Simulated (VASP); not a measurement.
The system is W3N4.

```
W N
1.0
     4.21730    0.00000    0.00000
     0.00000    4.21730    0.00000
     0.00000    0.00000    4.21730
W N
3 4
Direct
  0.50000 0.50000 0.00000
  0.00000 0.50000 0.50000
  0.50000 0.00000 0.50000
  0.50000 0.50000 0.50000
  0.50000 0.00000 0.00000
  0.00000 0.50000 0.00000
  0.00000 0.00000 0.50000
```

* Program: VASP 6.6.1
* Task: relaxation of cell and atoms
* Functional: LDA
* Potentials or basis: VASP PAW LDA potentials, release 64 (W_sv, N)
* Cutoff: 600 eV
* k mesh: 8 × 8 × 8
* Occupations: fermi-dirac, width 0.15 eV
* Spin: no spin polarisation

At the start: pressure -12.7 GPa; volume 10.72 Å³/atom.

Q: Where does the relaxation end?

A: Over 16 steps the energy falls by 15.4 meV/atom and the volume is 10.34 Å³/atom (-3.5 %); space group Pm-3m (No. 221, to 0.1 Å) before and after.

Step by step:
```
step  energy change (eV)  largest force (eV/Å)  pressure (GPa)  volume (Å³)
   1              0.0000                0.0000          -12.73        75.01
   2              0.6609                0.0000           42.76        66.14
   3             -0.1075                0.0000           -0.47        72.47
   4             -0.1077                0.0000           -0.12        72.40
   5             -0.1076                0.0000            0.17        72.35
   6             -0.1076                0.0000           -0.27        72.45
   7             -0.1077                0.0000           -0.03        72.38
   8             -0.1077                0.0000            0.02        72.38
   9             -0.1077                0.0000            0.04        72.38
  10             -0.1077                0.0000            0.03        72.38
  11             -0.1077                0.0000            0.03        72.38
  12             -0.1077                0.0000           -0.04        72.39
  13             -0.1077                0.0000           -0.05        72.39
  14             -0.1077                0.0000           -0.04        72.39
  15             -0.1077                0.0000           -0.02        72.39
  16             -0.1077                0.0000           -0.01        72.38
```

Final structure:
```
W N
1.0
     4.16757    0.00000    0.00000
     0.00000    4.16757    0.00000
     0.00000    0.00000    4.16757
W N
3 4
Direct
  0.50000 0.50000 0.00000
  0.00000 0.50000 0.50000
  0.50000 0.00000 0.50000
  0.50000 0.50000 0.50000
  0.50000 0.00000 0.00000
  0.00000 0.50000 0.00000
  0.00000 0.00000 0.50000
```
